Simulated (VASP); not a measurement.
## Cs: single point with r2SCAN

Cs:

```
CELL_PARAMETERS angstrom
0.00000 4.02577 4.02577
4.02577 0.00000 4.02577
4.02577 4.02577 0.00000
ATOMIC_POSITIONS crystal
Cs 0.00000 0.00000 0.00000
```

This isn't the form of Cs at room conditions, which is bcc.

```
Program             : VASP 6.6.1
Task                : single point
Functional          : r2SCAN
Potentials or basis : VASP PAW PBE potentials, release 64 (Cs_sv)
Cutoff              : 520 eV
k mesh              : 6 × 6 × 6
Occupations         : fermi-dirac, width 0.05 eV
Spin                : no spin polarisation
```

```
Pressure               : -0.1 GPa
Band gap on the k mesh : zero (an odd number of electrons rules out a gap without spin polarisation)
```

Levels at points of the mesh, in eV from the Fermi level:
| k point | band 3 | band 4 | band 5 | band 6 | band 7 | band 8 |
| --- | --- | --- | --- | --- | --- | --- |
| (0.00, 0.00, 0.00) | -11.22 | -11.22 | -1.63 | 2.71 | 2.71 | 2.71 |
| (0.50, 0.00, 0.00) | -11.23 | -11.23 | 0.12 | 0.60 | 2.55 | 2.55 |
| (0.50, 0.50, 0.00) | -11.25 | -11.25 | 0.40 | 1.25 | 1.29 | 4.01 |

It took 2 min on 1 thread of Intel(R) Xeon(R) Platinum 8488C (Sapphire Rapids), on a shared host, peak memory 0.27 GiB.

Caveat: the PAW data sets were made with another functional, which shifts forces and pressure a little; spin-orbit coupling is left out, which moves the levels of the heavy elements.
